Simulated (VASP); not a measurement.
Here is a VASP 6.6.1 calculation.

POSCAR

```
Rh
1.0
    0.0000000000      1.9015500000      1.9585965000
    1.9015500000      0.0000000000      1.9585965000
    1.9015500000      1.9015500000      0.0000000000
Rh
1
Direct
    0.0000000000      0.0000000000      0.0000000000
```

The input INCAR.step1:

```
PREC     = Accurate       # precision mode
ENCUT    = 520            # plane-wave cutoff, eV
ISMEAR   = 0              # smearing method
SIGMA    = 0.15           # smearing width, eV
LREAL    = False          # projectors in reciprocal space
LASPH    = True           # aspherical terms in the spheres
NELM     = 60             # most SCF steps
NBANDS   = 14             # bands
GGA      = PE             # functional
ALGO     = Normal         # electronic algorithm
EDIFF    = 1E-4           # SCF threshold, eV
LWAVE    = True           # write WAVECAR
LCHARG   = False          # write CHGCAR
```

The input INCAR.step2:

```
PREC     = Accurate       # precision mode
ENCUT    = 520            # plane-wave cutoff, eV
EDIFF    = 1E-6           # SCF threshold, eV
ISMEAR   = 0              # smearing method
SIGMA    = 0.15           # smearing width, eV
LREAL    = False          # projectors in reciprocal space
LASPH    = True           # aspherical terms in the spheres
NELM     = 60             # most SCF steps
ALGO     = Normal         # electronic algorithm
ISIF     = 2              # what is computed and relaxed
LWAVE    = False          # write WAVECAR
LCHARG   = False          # write CHGCAR
METAGGA  = R2SCAN         # meta-GGA
LMIXTAU  = True         
NBANDS   = 14             # bands
ISTART   = 1
```

The input KPOINTS:

```
regular mesh
0
Gamma
  22 22 22
```

Potentials or basis: VASP PAW PBE potentials, release 64 (Rh_pv).

Run with:

```bash
$ cat potpaw_PBE.64/Rh_pv/POTCAR > POTCAR
$ cp INCAR.step1 INCAR
$ mpirun -np 1 vasp_std > vasp.out
$ cp INCAR.step2 INCAR
$ mpirun -np 1 vasp_std > vasp.out
```

Task: What does it give for the pressure?

Result: -6.9 GPa.

Task: Predict the band gap on the k mesh.

Result: Zero (an odd number of electrons rules out a gap without spin polarisation).

Stress tensor (GPa, compression positive):
```
 -4.67   0.00   0.00
  0.00  -4.67   0.00
  0.00   0.00 -11.44
```

Caveat: the cell differs from its parent crystal (strain +0.000 along x and y, +0.030 along z); the cell stands under tension; the PAW data sets were made with another functional, which shifts forces and pressure a little.
